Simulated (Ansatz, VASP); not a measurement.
## AlRu: VASP beside Ansatz

```
CELL_PARAMETERS angstrom
2.98250 0.00000 0.00000
0.00000 2.98250 0.00000
0.00000 0.00000 2.98250
ATOMIC_POSITIONS crystal
Al 0.00000 0.00000 0.00000
Ru 0.50000 0.50000 0.50000
```

Alike in both runs: task relaxation of cell and atoms; functional r2SCAN; k mesh 14 × 14 × 14; occupations gaussian, width 0.1 eV; no spin polarisation.

|  | VASP | Ansatz |
| --- | --- | --- |
| version | VASP 6.6.1 | Ansatz 0.2.0 |
| potentials or method | VASP PAW PBE potentials, release 64 (Al, Ru_pv), cutoff 600 eV | scalar-relativistic, plane waves, PAW |
| valence electrons in the cell | 17 | 19 |

|  | VASP | Ansatz | Ansatz less VASP |
| --- | --- | --- | --- |
| gap on the k mesh at the Fermi level, each at its own relaxed structure (eV) | none | none | - |
| relaxed volume (Å³/atom) | 13.27 | 13.27 | -0.010 |
| relaxed cell length with the largest relative difference (Å) | 2.983 | 2.982 | -0.0007 |

VASP's potentials were made for PBE, not for r2SCAN. A gap of «none» marks a metal or a gap that the smearing closes. VASP's potentials hold 17 valence electrons a cell and Ansatz's 19, so a difference there can come from the potentials and not from the codes.
